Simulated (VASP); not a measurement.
# Si62C (a cell with a defect): single point with PBE+D3(BJ)

System: Si62C (a cell with a defect).

```
Si C
1.0
    10.86000    0.00000    0.00000
     0.00000   10.86000    0.00000
     0.00000    0.00000   10.86000
Si C
62 1
Direct
  0.49911 0.00089 0.00516
  0.62272 0.13021 0.12728
  0.75018 0.25049 0.99982
  0.87464 0.38423 0.11524
  0.74484 0.00089 0.25089
  0.87644 0.12421 0.37421
  0.99362 0.99367 0.99968
  0.12053 0.12495 0.12522
  0.25078 0.24922 0.99919
  0.37505 0.37947 0.12522
  0.50633 0.50638 0.99968
  0.62810 0.64174 0.12190
  0.85826 0.87190 0.12190
  0.24516 0.00177 0.25177
  0.37447 0.12553 0.37553
  0.49823 0.25484 0.25177
  0.62478 0.37947 0.37495
  0.75032 0.50638 0.24367
  0.87519 0.62481 0.37441
  0.49823 0.00177 0.50484
  0.62478 0.12495 0.62947
  0.75081 0.24922 0.49922
  0.87587 0.37539 0.62539
  0.75032 0.99367 0.75638
  0.87519 0.12441 0.87481
  0.98820 0.51180 0.97298
  0.11577 0.62536 0.11524
  0.24951 0.74982 0.99982
  0.36979 0.87728 0.12728
  0.99672 0.25493 0.24534
  0.12492 0.37508 0.37304
  0.24507 0.50328 0.24534
  0.37579 0.62356 0.37421
  0.49911 0.75516 0.25089
  0.62272 0.87728 0.38021
  0.99672 0.99534 0.50493
  0.12492 0.12304 0.62508
  0.25028 0.24972 0.49972
  0.37696 0.37508 0.62508
  0.50466 0.50328 0.50493
  0.63476 0.62536 0.63423
  0.75018 0.74982 0.50049
  0.87464 0.86524 0.63423
  0.24507 0.99534 0.75328
  0.37579 0.12421 0.87356
  0.50466 0.25493 0.75328
  0.63476 0.38423 0.87536
  0.77702 0.51180 0.76180
  0.99362 0.74968 0.24367
  0.12053 0.87522 0.37495
  0.00162 0.49838 0.49921
  0.12461 0.62413 0.62539
  0.25078 0.74919 0.49922
  0.37505 0.87522 0.62947
  0.00162 0.24921 0.74838
  0.12461 0.37539 0.87413
  0.25079 0.49838 0.74838
  0.37559 0.62481 0.87481
  0.50633 0.74968 0.75638
  0.62810 0.87190 0.89174
  0.98820 0.72298 0.76180
  0.11577 0.86524 0.87536
  0.91078 0.58922 0.83922
```

- Program: VASP 6.6.1
- Task: single point
- Functional: PBE
- Dispersion: D3(BJ)
- Potentials or basis: VASP PAW PBE potentials, release 64 (Si, C)
- Cutoff: 520 eV
- k mesh: 1 × 1 × 1
- Occupations: gaussian, width 0.02 eV
- Spin: no spin polarisation
- Dipole correction: no
- Further INCAR settings: LREAL = Auto; ALGO = Normal; EDIFF = 1e-07; NBANDS = 163

The pressure is -1.6 GPa. The largest force is 0.012 eV/Å and the dispersion energy per atom is -0.310 eV.

Forces in eV/Å, atoms in the order of the input:
```
Si  -0.004  0.004 -0.001
Si   0.000  0.004  0.000
Si   0.003  0.005 -0.003
Si  -0.004  0.001  0.007
Si   0.001  0.004  0.004
Si   0.000 -0.008 -0.008
Si   0.001  0.000 -0.002
Si   0.004  0.005  0.002
Si   0.004 -0.004 -0.008
Si  -0.005 -0.004  0.002
Si   0.000 -0.001 -0.002
Si  -0.004 -0.005  0.004
Si   0.005  0.004  0.004
Si  -0.007 -0.002 -0.002
Si  -0.001  0.001  0.001
Si   0.002  0.007 -0.002
Si  -0.002 -0.004  0.005
Si   0.002 -0.001  0.000
Si   0.003 -0.003 -0.002
Si   0.002 -0.002  0.007
Si  -0.002  0.005 -0.004
Si   0.008 -0.004 -0.004
Si  -0.003 -0.001 -0.001
Si   0.002  0.000 -0.001
Si   0.003 -0.002 -0.003
Si   0.000  0.000 -0.012
Si  -0.001  0.004  0.007
Si  -0.005 -0.003 -0.003
Si  -0.004  0.000  0.000
Si   0.001  0.002 -0.001
Si  -0.002  0.002  0.005
Si  -0.002 -0.001 -0.001
Si   0.008  0.000 -0.008
Si  -0.004 -0.001  0.004
Si   0.000  0.000  0.004
Si   0.001 -0.001  0.002
Si  -0.002  0.005  0.002
Si   0.006 -0.006 -0.006
Si  -0.005  0.002  0.002
Si   0.001 -0.001  0.002
Si  -0.007  0.004  0.001
Si   0.003 -0.003  0.005
Si  -0.004  0.007  0.001
Si  -0.002 -0.001 -0.001
Si   0.008 -0.008  0.000
Si   0.001  0.002 -0.001
Si  -0.007  0.001  0.004
Si   0.012  0.000  0.000
Si   0.001 -0.002  0.000
Si   0.004  0.002  0.005
Si  -0.002  0.002  0.002
Si   0.001  0.003 -0.001
Si   0.004 -0.008 -0.004
Si  -0.005  0.002 -0.004
Si  -0.002  0.002  0.002
Si   0.001 -0.001  0.003
Si  -0.002  0.002  0.002
Si   0.002 -0.003 -0.003
Si   0.000 -0.002 -0.001
Si  -0.004  0.004 -0.005
Si   0.000 -0.012  0.000
Si  -0.001  0.007  0.004
C    0.002 -0.002 -0.002
```

Stress tensor (GPa, compression positive):
```
-1.64 -1.05 -1.05
-1.05 -1.64  1.05
-1.05  1.05 -1.64
```

Levels at points of the mesh, in eV from the Fermi level:
| k point | band 122 | band 123 | band 124 | band 125 | band 126 | band 127 | band 128 | band 129 | band 130 | band 131 |
| --- | --- | --- | --- | --- | --- | --- | --- | --- | --- | --- |
| (0.00, 0.00, 0.00) | -1.51 | -0.95 | -0.70 | -0.70 | -0.14 | 0.11 | 0.11 | 0.32 | 0.32 | 0.32 |

Run time: 11 min on 1 thread of Oxide Virtual Turin-like Processor (shared host), peak memory 1 GiB.

Caveat: the k points lie up to 0.58 Å⁻¹ apart.
